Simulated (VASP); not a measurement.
# Hf2Pd2Se2Br2O3: single point with PBE+D3(BJ)

The system is Hf2Pd2Se2Br2O3.

```xyz
11
Lattice="-1.8770 2.6311 12.2228 1.8770 -2.6311 12.2228 1.8770 2.6311 -12.2228" Properties=species:S:1:pos:R:3 pbc="T T T"
Hf    0.0000    0.0000   22.5077
Hf    0.0000    0.0000    1.9378
Pd    0.0000    0.0000   16.7224
Pd    0.0000    0.0000    7.7232
Se    0.0000    2.6311    2.8900
Se    1.8770    0.0000    9.3328
Br    0.0000    0.0000   19.2406
Br    0.0000    0.0000    5.2050
O     0.0000    2.6311    9.7715
O     1.8770    0.0000    2.4513
O     0.0000    0.0000    0.0000
```

| Property | Result |
| --- | --- |
| Program | VASP 6.6.1 |
| Task | single point |
| Functional | PBE |
| Dispersion | D3(BJ) |
| Potentials or basis | VASP PAW PBE potentials, release 64 (Hf_pv, Pd, Se, Br, O) |
| Cutoff | 520 eV |
| k mesh | 5 × 5 × 5 |
| Occupations | fermi-dirac, width 0.05 eV |
| Spin | no spin polarisation |
| Dipole correction | no |
| Further INCAR settings | ALGO = Normal; EDIFF = 1e-06; NBANDS = 53 |

```
Pressure                   : -0.5 GPa
Largest force              : 0.088 eV/Å
Band gap on the k mesh     : zero (bands 42 and 43 overlap by 0.07 eV)
Dispersion energy per atom : -0.271 eV
```

Forces in eV/Å, atoms in the order of the input:
```
Hf   0.000  0.000  0.021
Hf   0.000  0.000 -0.021
Pd   0.000  0.000  0.015
Pd   0.000  0.000 -0.015
Se   0.000  0.000 -0.025
Se   0.000  0.000  0.025
Br   0.000  0.000  0.013
Br   0.000  0.000 -0.013
O    0.000  0.000  0.088
O    0.000  0.000 -0.088
O    0.000  0.000  0.000
```

Stress tensor (GPa, compression positive):
```
-0.64  0.00  0.00
 0.00 -0.23  0.00
 0.00  0.00 -0.50
```

Levels at points of the mesh, in eV from the Fermi level:
```tsv
k point	band 40	band 41	band 42	band 43	band 44	band 45
(0.00, 0.00, 0.00)	-0.64	-0.56	-0.33	0.86	1.14	2.51
```

Wall time 52 min on 1 thread of Intel(R) Xeon(R) Platinum 8488C (Sapphire Rapids), on a shared host, peak memory 1.8 GiB.

Caveat: spin-orbit coupling is left out, which moves the levels of the heavy elements.
